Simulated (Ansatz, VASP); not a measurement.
NaF: VASP beside Ansatz

Contents of INCAR:

```
PREC = Accurate
ENCUT = 520
EDIFF = 1E-6
ISMEAR = 0
SIGMA = 0.01
LREAL = False
LASPH = True
NELM = 60
ALGO = Normal
ISIF = 2
LWAVE = False
LCHARG = True
GGA = PE
LELF = True
LVHAR = True
NBANDS = 14
```

Contents of KPOINTS:

```
Automatic mesh
0
Gamma
  6 6 6
```

Contents of POSCAR:

```
NaF
1.0
    0.0000000000      2.2971680881      2.2971680881
    2.2971680881      0.0000000000      2.2971680881
    2.2971680881      2.2971680881      0.0000000000
Na F
1 1
Direct
    0.0000000000      0.0000000000      0.0000000000
    0.5000000000      0.5000000000      0.5000000000
```

Input for Ansatz:

```yaml
crystal:
  lattice:
    - [0.0, 2.2971680881, 2.2971680881]
    - [2.2971680881, 0.0, 2.2971680881]
    - [2.2971680881, 2.2971680881, 0.0]
  atoms:
    - { symbol: Na, position: [0.0, 0.0, 0.0] }
    - { symbol: F, position: [0.5, 0.5, 0.5] }
kpoints:
  mp_grid: { grid: [6, 6, 6] }
hamiltonian:
  xc: pbe
scf:
  occupations: { method: fixed }
  n_extra_bands: 4
output:
  forces: true
  stress: true
  eigenvalues: true
  write_density: true
  write_potential: true
  elf: true
  volumetric_format: npy
```

Alike in both runs: task single point; functional PBE; k mesh 6 × 6 × 6; no spin polarisation.

|  | VASP | Ansatz |
| --- | --- | --- |
| version | VASP 6.6.1 | Ansatz 0.2.0 |
| potentials or method | VASP PAW PBE potentials, release 64 (Na_pv, F) | plane waves, PAW |
| plane-wave cutoff (eV) | 520 | 420 |
| occupations | gaussian, width 0.01 eV | fixed |
| valence electrons in the cell | 14 | 16 |

|  | VASP | Ansatz | Ansatz less VASP |
| --- | --- | --- | --- |
| gap on the k mesh at the Fermi level (eV) | 6.44 | 6.46 | +0.016 |
| pressure (GPa) | 3.5 | 3.6 | +0.11 |

VASP's potentials hold 14 valence electrons a cell and Ansatz's 16, so a difference there can come from the potentials and not from the codes.
